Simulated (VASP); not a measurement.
A run of VASP 6.6.1 is set up as follows.

Contents of INCAR:

```
SYSTEM = Ca
ALGO = Normal
EDIFF = 1E-7
EDIFFG = -0.005
ENCUT = 600
GGA = PE
IBRION = 2
ISIF = 3
ISMEAR = -1
LASPH = .TRUE.
LCHARG = .FALSE.
LREAL = .FALSE.
LWAVE = .FALSE.
NELM = 60
NSW = 100
PREC = Accurate
SIGMA = 0.05
```

Contents of KPOINTS:

```
k-points
0
G
  11 11 11
  0 0 0
```

The input POSCAR:

```
Ca
1.0
    0.0000000000      3.2195088072      3.2195088072
    3.2195088072      0.0000000000      3.2195088072
    3.2195088072      3.2195088072      0.0000000000
Ca
2
Direct
    0.0000000000      0.0000000000      0.0000000000
    0.2500000000      0.2500000000      0.2500000000
```

Potentials or basis: VASP PAW PBE potentials, release 64 (Ca_sv).

Command:

```console
$ cat potpaw_PBE.64/Ca_sv/POTCAR > POTCAR
$ mpirun -np 1 vasp_std > vasp.out
```

Q: What does it give for the band gap on the k mesh?

A: Zero (bands 10 and 11 overlap by 0.79 eV).

Q: What does it give for the relaxed cell?

A: a = 6.058 Å, b = 6.058 Å, c = 6.058 Å, α = 60.00°, β = 60.00°, γ = 60.00°.

Final structure:
```cif
data_structure
_symmetry_space_group_name_H-M 'P 1'
_symmetry_Int_Tables_number 1
_cell_length_a 6.0575
_cell_length_b 6.0575
_cell_length_c 6.0575
_cell_angle_alpha 60.000
_cell_angle_beta 60.000
_cell_angle_gamma 60.000
_cell_volume 157.17
loop_
_atom_site_label
_atom_site_type_symbol
_atom_site_fract_x
_atom_site_fract_y
_atom_site_fract_z
_atom_site_occupancy
Ca1 Ca 0.00000 0.00000 0.00000 1
Ca2 Ca 0.25000 0.25000 0.25000 1
```
